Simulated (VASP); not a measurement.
Write the native input for VASP 6.6.1 that does the following.

- Task: single point
- Functional: PBEsol
- Potentials or basis: VASP PAW PBE potentials, release 64 (Mo_sv)
- Cutoff: 520 eV
- k mesh: 18 × 18 × 18
- Occupations: gaussian, width 0.1 eV
- Spin: no spin polarisation
- Dipole correction: no
- Further INCAR settings: ALGO = Normal; EDIFF = 1e-06; NBANDS = 13

The structure of Mo lies in POSCAR:

```
Mo
1.0
    0.0000000000      1.9591039000      1.9591039000
    1.9591039000      0.0000000000      1.9591039000
    1.9591039000      1.9591039000      0.0000000000
Mo
1
Direct
    0.0000000000      0.0000000000      0.0000000000
```

This isn't the form of Mo at room conditions, which is bcc.

This cell differs from its parent crystal: strained.

The input as run:

INCAR

```
PREC = Accurate
ENCUT = 520
EDIFF = 1E-6
ISMEAR = 0
SIGMA = 0.1
LREAL = F
LASPH = T
NELM = 60
ALGO = Normal
ISIF = 2
LWAVE = F
LCHARG = F
GGA = PS
NBANDS = 13
```

KPOINTS

```
regular mesh
0
Gamma
  18 18 18
```

Potentials or basis: VASP PAW PBE potentials, release 64 (Mo_sv).

Run with:

```sh
$ cat potpaw_PBE.64/Mo_sv/POTCAR > POTCAR
$ mpirun -np 1 vasp_std > vasp.out
```

Results of the run:

- Pressure: 9.5 GPa
- Band gap on the k mesh: zero (bands 7 and 8 overlap by 5.17 eV)

Caveat: the cell differs from its parent crystal (strained); the cell stands under pressure; the PAW data sets were made with another functional, which shifts forces and pressure a little.

Run time: 13 s on 1 thread of Intel(R) Xeon(R) Platinum 8559C (Emerald Rapids) (shared host), peak memory 0.16 GiB.
